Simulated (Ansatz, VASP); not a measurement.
Two plane-wave programs on KCl

```
K Cl
1.0
     0.00000    3.05614    3.05614
     3.05614    0.00000    3.05614
     3.05614    3.05614    0.00000
K Cl
1 1
Cartesian
  0.0000 0.0000 0.0000
  3.0561 3.0561 3.0561
```

Alike in both runs: task single point; functional PBE; k mesh 6 × 6 × 6; occupations gaussian, width 0.02 eV; no spin polarisation.

|  | VASP | Ansatz |
| --- | --- | --- |
| version | VASP 6.6.1 | Ansatz 0.2.0 |
| potentials or method | VASP PAW PBE potentials, release 64 (K_sv, Cl), cutoff 520 eV | scalar-relativistic, plane waves, PAW |
| valence electrons in the cell | 16 | 16 |

```csv
,VASP,Ansatz,Ansatz less VASP
gap on the k mesh at the Fermi level (eV),5.50,5.51,+0.003
least direct gap on the mesh (eV),5.50,5.51,+0.003
pressure (GPa),2.9,2.9,-0.06
```
